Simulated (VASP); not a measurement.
# AlCr2C (P-6m2) in VASP: single point with PBE

Aim: the single point of AlCr2C with PBE.

Program: VASP 6.6.1. These are calculated values, not measurements. Logs are shortened: lines on timing, memory, paths and dates and some standing lists are left out, and cuts for length are marked.

## Step 1: The cell of the first run

It takes space group P-6m2 (No. 187, hexagonal). Conventional cell: a = 3.870 Å, b = 3.870 Å, c = 3.909 Å, α = 90.00°, β = 90.00°, γ = 120.00°. Al (site symmetry -6m2) has 3 C at 2.23 Å and 12 Cr at 2.97 Å within 3.0 Å. Within 2.6 Å of Cr (site symmetry -6m2) lie 2 C at 1.95 Å and 3 Cr at 2.23 Å. Within 3.0 Å of Cr (site symmetry -6m2) lie 3 Cr at 2.23 Å and 6 Al at 2.97 Å and 6 C at 2.97 Å. Within 2.6 Å of C (site symmetry -6m2) lie 2 Cr at 1.95 Å and 3 Al at 2.23 Å.

The cell was built from a structure type or drawn by symmetry, and may not be a known phase.

## Step 2: Single point, PBE, collinear spin, ferrimagnetic start

INCAR

```
PREC = Accurate
ENCUT = 520
EDIFF = 1E-6
ISMEAR = 0
SIGMA = 0.1
LREAL = False
LASPH = True
NELM = 150
ALGO = Normal
ISIF = 2
LWAVE = False
LCHARG = True
ISPIN = 2
MAGMOM = 0 0.91 -2.46 0
LORBIT = 11
LMAXMIX = 4
GGA = PE
LELF = True
LVHAR = True
NBANDS = 28
```

KPOINTS

```
regular mesh
0
Gamma
  12 12 12
```

POSCAR

```
AlCr2C
1.0
    3.8696358350      0.0000000000      0.0000000000
   -1.9348179175      3.3512029365      0.0000000000
    0.0000000000      0.0000000000      3.9088395531
Al Cr C
1 2 1
Direct
    0.3333333333      0.6666666667      0.5000000000
    0.0000000000      0.0000000000      0.0000000000
    0.6666666667      0.3333333333      0.0000000000
    0.0000000000      0.0000000000      0.5000000000
```

Potentials or basis: VASP PAW PBE potentials, release 64 (Al, Cr_pv, C).

The run is started by

```sh
> cat potpaw_PBE.64/Al/POTCAR potpaw_PBE.64/Cr_pv/POTCAR potpaw_PBE.64/C/POTCAR > POTCAR
> mpirun -np 1 vasp_std > vasp.out
```

OUTCAR:

```text
PREC = Accurate
   ENCUT = 520
   EDIFF = 1E-6
   ISMEAR = 0
   LREAL = False
   LASPH = True
   NELM = 150
   ISIF = 2
   ISPIN = 2
   LORBIT = 11
   GGA = PE

 ion  position               nearest neighbor table
   1  0.333  0.667  0.500-   4 2.23   4 2.23   4 2.23   3 2.97   3 2.97   2 2.97   2 2.97   3 2.97
                             3 2.97   2 2.97   2 2.97   2 2.97   2 2.97   3 2.97   3 2.97
   2  0.000  0.000  0.000-   4 1.95   4 1.95   3 2.23   3 2.23   3 2.23   1 2.97   1 2.97   1 2.97
                             1 2.97   1 2.97   1 2.97
   3  0.667  0.333  0.000-   2 2.23   2 2.23   2 2.23   1 2.97   1 2.97   1 2.97   1 2.97   1 2.97
                             1 2.97
   4  0.000  0.000  0.500-   2 1.95   2 1.95   1 2.23   1 2.23   1 2.23

  LATTYP: Found a hexagonal cell.
 ALAT       =     3.8696358350
 C/A-ratio  =     1.0101311130

  Lattice vectors:

 A1 = (   3.8696358350,   0.0000000000,   0.0000000000)
 A2 = (  -1.9348179175,   3.3512029365,   0.0000000000)
 A3 = (   0.0000000000,   0.0000000000,   3.9088395531)

Analysis of symmetry for initial positions (statically):
=====================================================================
 Subroutine PRICEL returns:
 Original cell was already a primitive cell.

 Routine SETGRP: Setting up the symmetry group for a
 hexagonal supercell.

 Subroutine GETGRP returns: Found 12 space group operations
 (whereof 12 operations were pure point group operations)
 out of a pool of 24 trial point group operations.

The static configuration has the point symmetry D_3h.

Analysis of symmetry for dynamics (positions and initial velocities):
=====================================================================
 Subroutine PRICEL returns:
 Original cell was already a primitive cell.

 Routine SETGRP: Setting up the symmetry group for a
 hexagonal supercell.

 Subroutine GETGRP returns: Found 12 space group operations
 (whereof 12 operations were pure point group operations)
 out of a pool of 24 trial point group operations.

The dynamic configuration has the point symmetry D_3h.

Analysis of structural, dynamic, and magnetic symmetry:
=====================================================================
 Subroutine PRICEL returns:
 Original cell was already a primitive cell.

 Routine SETGRP: Setting up the symmetry group for a
 hexagonal supercell.

 Subroutine GETGRP returns: Found 12 space group operations
 (whereof 12 operations were pure point group operations)
 out of a pool of 24 trial point group operations.

The overall configuration has the point symmetry D_3h.

 Subroutine INISYM returns: Found 12 space group operations
 (whereof 12 operations are pure point group operations),
 and found     1 'primitive' translations

----------------------------------------------------------------------------------------

                                     Primitive cell

  volume of cell :      50.6896

  direct lattice vectors                    reciprocal lattice vectors
     3.869635835  0.000000000  0.000000000     0.258422250  0.149200156  0.000000000
    -1.934817917  3.351202937  0.000000000     0.000000000  0.298400311  0.000000000
     0.000000000  0.000000000  3.908839553     0.000000000  0.000000000  0.255830403

  length of vectors
     3.869635835  3.869635835  3.908839553     0.298400311  0.298400311  0.255830403

  position of ions in fractional coordinates (direct lattice)
     0.333333333  0.666666667  0.500000000
     0.000000000  0.000000000  0.000000000
     0.666666667  0.333333333  0.000000000
     0.000000000  0.000000000  0.500000000

  ion indices of the primitive-cell ions
   primitive index   ion index
                 1           1
                 2           2
                 3           3
                 4           4

----------------------------------------------------------------------------------------

 KPOINTS: regular mesh

Automatic generation of k-mesh.
 Grid dimensions read from file:
 generate k-points for:   12   12   12

 Generating k-lattice:

  Cartesian coordinates                     Fractional coordinates (reciprocal lattice)
     0.021535188  0.012433346  0.000000000     0.083333333  0.000000000  0.000000000
     0.000000000  0.024866693  0.000000000     0.000000000  0.083333333  0.000000000
     0.000000000  0.000000000  0.021319200     0.000000000  0.000000000  0.083333333

  Length of vectors
     0.024866693  0.024866693  0.021319200

  Shift w.r.t. Gamma in fractional coordinates (k-lattice)
     0.000000000  0.000000000  0.000000000

 Subroutine IBZKPT returns following result:
 ===========================================

 Found    133 irreducible k-points:

 Following reciprocal coordinates:
            Coordinates               Weight
  0.000000  0.000000  0.000000      1.000000
  0.083333  0.000000  0.000000      6.000000
  0.166667 -0.000000  0.000000      6.000000
  0.250000  0.000000  0.000000      6.000000
  0.333333  0.000000  0.000000      6.000000
  0.416667 -0.000000  0.000000      6.000000
[... 16 lines left out ...]
  0.250000  0.000000  0.083333     12.000000
  0.333333  0.000000  0.083333     12.000000
 [... further k-points ...]
   k-points           NKPTS =    133   k-points in BZ     NKDIM =    133   number of bands    NBANDS=     28
   number of dos      NEDOS =    301   number of ions     NIONS =      4
   total plane-waves  NPLWV =  27000
   dimension x,y,z NGX =    30 NGY =   30 NGZ =   30
   dimension x,y,z NGXF=    60 NGYF=   60 NGZF=   60
   ions per type =               1   2   1
   NGX,Y,Z   is equivalent  to a cutoff of  12.89, 12.89, 12.76 a.u.
   NGXF,Y,Z  is equivalent  to a cutoff of  25.78, 25.78, 25.52 a.u.
 SYSTEM =  unknown system
   PREC   = accura    normal or accurate (medium, high low for compatibility)
   ISTART =      0    job   : 0-new  1-cont  2-samecut
   ICHARG =      2    charge: 1-file 2-atom 10-const
   ISPIN  =      2    spin polarized calculation?
   LNONCOLLINEAR =      F non collinear calculations
   LSORBIT =      F    spin-orbit coupling
   LASPH  =      T    aspherical Exc in radial PAW
   ENCUT  =  520.0 eV  38.22 Ry    6.18 a.u.   7.19  7.19  7.27*2*pi/ulx,y,z
   NELM   =    150;   NELMIN=  2; NELMDL= -5     # of ELM steps
   EDIFF  = 0.1E-05   stopping-criterion for ELM
   LREAL  =      F    real-space projection
   EDIFFG = 0.1E-04   stopping-criterion for IOM
   NSW    =      0    number of steps for IOM
   IBRION =     -1    ionic relax: 0-MD 1-quasi-New 2-CG
   NFREE  =      0    steps in history (QN), initial steepest desc. (CG)
   ISIF   =      2    stress and relaxation
   ISYM   =      2    0-nonsym 1-usesym 2-fastsym
   POTIM  = 0.5000    time-step for ionic-motion
   TEBEG  =    0.0;   TEEND  =   0.0 temperature during run
   PSTRESS=    0.0 pullay stress
   NELECT =      31.0000    total number of electrons
   NUPDOWN=      -1.0000    fix difference up-down
   EMIN   =  10.00;   EMAX   =-10.00  energy-range for DOS
   EFERMI =   0.00;   METHOD = LEGACY
   ISMEAR =     0;   SIGMA  =   0.10  broadening in eV -4-tet -1-fermi 0-gaus
   EFERMI_NEDOS =   21; number of points for ismear=-14 and -15
   IALGO  =     38    algorithm
   IMIX   =      4    mixing-type and parameters
     AMIX     =   0.40;   BMIX     =  1.00
     AMIX_MAG =   1.60;   BMIX_MAG =  1.00
  volume/ion in A,a.u.               =      12.67        85.52
  Fermi-wavevector in a.u.,A,eV,Ry     =   1.389598  2.625959 26.272612  1.930983
  Thomas-Fermi vector in A             =   2.513613
   LORBIT       =     11    0 simple, 1 ext, 2 COOP (PROOUT), +10 PAW based schemes
   GGA     = PE    functional components
   LHFCALC =     F    Hartree Fock is set to
   AEXX    =    0.0000 exact exchange contribution
   IVDW    =     0    specifies the selected vdW correction
   LEPSILON=     F    determine dielectric tensor
   LRPA    =     F    only Hartree local field effects (RPA)
 spin polarized calculation
 Gauss-broadening in eV      SIGMA  =   0.10
  energy-cutoff  :      520.00
  volume of cell :       50.69
 maximum number of plane-waves:      1383
 NGX is ok and might be reduce to    30
   NGX = 15   NGY = 15   NGZ = 15

 number of electron      30.9999996 magnetization       0.0002856

 number of electron      30.9999996 magnetization      -0.0009422

 Free energy of the ion-electron system (eV)
  ---------------------------------------------------
  ext. energy  EPLUGINS =         0.00000000
  ---------------------------------------------------
  free energy    TOTEN  =       -28.90148977 eV

  energy without entropy =      -28.89225889  energy(sigma->0) =      -28.89687433

 E-fermi :   8.3487     XC(G=0): -11.7283

 val. band max:        8.3326683325   @ k =   0.2500   0.0000   0.3333
 cond. band min:       8.3564383068   @ k =   0.0833   0.0833   0.3333
 fundamental gap:      0.0237699743
 Fermi energy:         8.3486891860

 spin component 1

 k-point     1 :       0.0000    0.0000    0.0000
  band No.  band energies     occupation
      1     -34.7905      1.00000
      2     -34.7905      1.00000
      3     -34.6259      1.00000
      4     -34.3474      1.00000
      5     -33.8440      1.00000
      6     -33.8440      1.00000
[... 709 lines left out ...]
     26      16.1349      0.00000
     27      16.2320      0.00000

 [... further k-points ...]

 spin component 2

 k-point     1 :       0.0000    0.0000    0.0000
  band No.  band energies     occupation
      1     -34.7910      1.00000
      2     -34.7910      1.00000
      3     -34.6260      1.00000
      4     -34.3486      1.00000
      5     -33.8441      1.00000
      6     -33.8441      1.00000
[... 709 lines left out ...]
     26      16.1376      0.00000
     27      16.2282      0.00000

 [... further k-points ...]

 [bands above 27 left out]

------------------------ aborting loop because EDIFF is reached ----------------------------------------

  FORCE on cell =-STRESS in cart. coord.  units (eV):
  Direction    XX          YY          ZZ          XY          YZ          ZX
  --------------------------------------------------------------------------------------
  -------------------------------------------------------------------------------------
  Total       -1.7140140     -1.7140140     -1.9987301      0.0000000      0.0000000      0.0000000
  in kB      -54.1759168    -54.1759168    -63.1751173      0.0000000      0.0000000      0.0000000
  external PRESSURE =     -57.1756503 kB  Pullay stress =       0.0000000 kB

 VOLUME and BASIS-vectors are now :
 -----------------------------------------------------------------------------
  energy-cutoff  :      520.00
  volume of cell :       50.69
      direct lattice vectors                 reciprocal lattice vectors
     3.869635835  0.000000000  0.000000000     0.258422250  0.149200156  0.000000000
    -1.934817917  3.351202937  0.000000000     0.000000000  0.298400311  0.000000000
     0.000000000  0.000000000  3.908839553     0.000000000  0.000000000  0.255830403

 POSITION                                       TOTAL-FORCE (eV/Angst)
 -----------------------------------------------------------------------------------
     -0.00000      2.23414      1.95442         0.000000     -0.000000      0.000000
      0.00000      0.00000      0.00000        -0.000000     -0.000000      0.000000
      1.93482      1.11707      0.00000         0.000000      0.000000      0.000000
      0.00000      0.00000      1.95442         0.000000     -0.000000      0.000000
 -----------------------------------------------------------------------------------
    total drift:                               -0.000000      0.000000      0.000000

  FREE ENERGIE OF THE ION-ELECTRON SYSTEM (eV)
  ---------------------------------------------------
  free  energy   TOTEN  =       -28.9014897724 eV

  energy  without entropy=      -28.8922588932  energy(sigma->0) =      -28.89687433

 total charge

# of ion       s       p       d       tot
------------------------------------------
    1        0.359   0.334   0.000   0.694
    2        0.450   6.405   4.485  11.339
    3        0.388   6.232   4.352  10.973
    4        0.920   1.384   0.000   2.304
--------------------------------------------------
tot          2.117  14.355   8.837  25.309

 magnetization (x)

# of ion       s       p       d       tot
------------------------------------------
    1        0.000  -0.000   0.000   0.000
    2        0.000  -0.000   0.002   0.002
    3       -0.000   0.000  -0.002  -0.002
    4       -0.000  -0.000   0.000  -0.000
--------------------------------------------------
tot          0.000  -0.000  -0.001  -0.001
```

Wall time 16 min (1 thread of Intel Xeon 8259CL, shared host); peak memory 0.4 GiB.

What came out:

- Free energy: -28.9015 eV
- Pressure: -5.7 GPa
- Net moment: 0.00 μB per cell
- Valence electrons inside the program's atomic spheres: Al 0.69; Cr 11.34, 10.97; C 2.30

Stress tensor (GPa, compression positive):
```
-5.42  0.00  0.00
 0.00 -5.42  0.00
 0.00  0.00 -6.32
```

Caveat: the cell stands under tension.
